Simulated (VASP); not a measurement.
# Rh: single point with r2SCAN

Crystal: Rh.

```
Rh
1.0
    -1.54933    1.54933    1.54933
     1.54933   -1.54933    1.54933
     1.54933    1.54933   -1.54933
Rh
1
Direct
  0.00000 0.00000 0.00000
```

This cell differs from its parent crystal: volume scaled by 1.04.

```json
{
 "Program": "VASP 6.6.1",
 "Task": "single point",
 "Functional": "r2SCAN",
 "Potentials or basis": "VASP PAW PBE potentials, release 64 (Rh_pv)",
 "Cutoff": "520 eV",
 "k mesh": "16 × 16 × 16",
 "Occupations": "fermi-dirac, width 0.05 eV",
 "Spin": "collinear spin, ferromagnetic start",
 "Starting moments": "[0.873] μB"
}
```

```
Pressure                                              : -8.4 GPa
Net moment                                            : 0.84 μB per cell
Site moments                                          : Rh +0.86 μB
Valence electrons inside the program's atomic spheres : Rh 13.70
```

Levels at points of the mesh, in eV from the Fermi level:
Spin up:
| k point | band 6 | band 7 | band 8 | band 9 | band 10 | band 11 |
| --- | --- | --- | --- | --- | --- | --- |
| (0.00, 0.00, 0.00) | -3.26 | -3.26 | -1.30 | -1.30 | 17.15 | 19.00 |
| (0.50, 0.00, 0.00) | -1.26 | -1.01 | 0.89 | 1.34 | 8.68 | 14.94 |
| (0.50, 0.50, 0.50) | 0.43 | 0.43 | 0.43 | 9.46 | 9.46 | 9.46 |
Spin down:
```
           k point  band 4  band 5  band 6  band 7  band 8  band 9  band 10  band 11
(0.00, 0.00, 0.00)   -7.70   -2.67   -2.67   -2.67   -0.01   -0.01    18.43    19.06
(0.50, 0.00, 0.00)   -5.52   -4.14   -0.17    0.33    1.24    1.62     9.20    15.01
(0.50, 0.50, 0.50)   -5.31   -5.31    1.15    1.15    1.15    9.51     9.51     9.51
```

Run time: 2.8 min on 1 thread of AMD EPYC 9R45 96-Core Processor (Zen 5), with other jobs on the host, peak memory 0.15 GiB.

Caveat: the PAW data sets were made with another functional, which shifts forces and pressure a little.
